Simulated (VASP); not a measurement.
Crystal: N.

```
CELL_PARAMETERS angstrom
4.36711 0.00000 0.00000
-2.18355 3.78202 0.00000
0.00000 0.00000 7.86720
ATOMIC_POSITIONS crystal
N 0.33333 0.66667 0.32126
N 0.33333 0.66667 0.17874
N 0.66667 0.33333 0.82126
N 0.66667 0.33333 0.67874
```

This cell differs from its parent crystal: strain along c alone, the other axes held: +6.0 %.

| Quantity | Value |
| --- | --- |
| Program | VASP 6.6.1 |
| Task | relaxation of the atoms |
| Functional | PBEsol |
| Potentials or basis | VASP PAW PBE potentials, release 64 (N) |
| Cutoff | 520 eV |
| k mesh | 6 × 6 × 4 |
| Occupations | gaussian, width 0.02 eV |
| Spin | no spin polarisation |

At the start: pressure -1.4 GPa; volume 32.48 Å³/atom.

Question: Where does the relaxation end?

Answer: Over 4 steps the energy falls by 3.3 meV/atom; space group P6_3/mmc (No. 194, to 0.05 Å).

The path:
| step | energy change (eV) | largest force (eV/Å) | pressure (GPa) |
| --- | --- | --- | --- |
| 1 | 0.0000 | 1.3919 | -1.42 |
| 2 | 3.2846 | 30.7599 | 24.39 |
| 3 | -0.0133 | 0.0982 | -0.06 |
| 4 | -0.0133 | 0.0031 | -0.16 |

Final structure:
```yaml
crystal:
  lattice:
    - [4.36711, 0.00000, 0.00000]
    - [-2.18355, 3.78202, 0.00000]
    - [0.00000, 0.00000, 7.86720]
  atoms:
    - { symbol: N, position: [0.33333, 0.66667, 0.32066] }
    - { symbol: N, position: [0.33333, 0.66667, 0.17934] }
    - { symbol: N, position: [0.66667, 0.33333, 0.82066] }
    - { symbol: N, position: [0.66667, 0.33333, 0.67934] }
```

Caveat: the cell differs from its parent crystal (strain along c alone, the other axes held: +6.0 %); the standard files for N, O and F lose accuracy on very short bonds; the PAW data sets were made with another functional, which shifts forces and pressure a little.
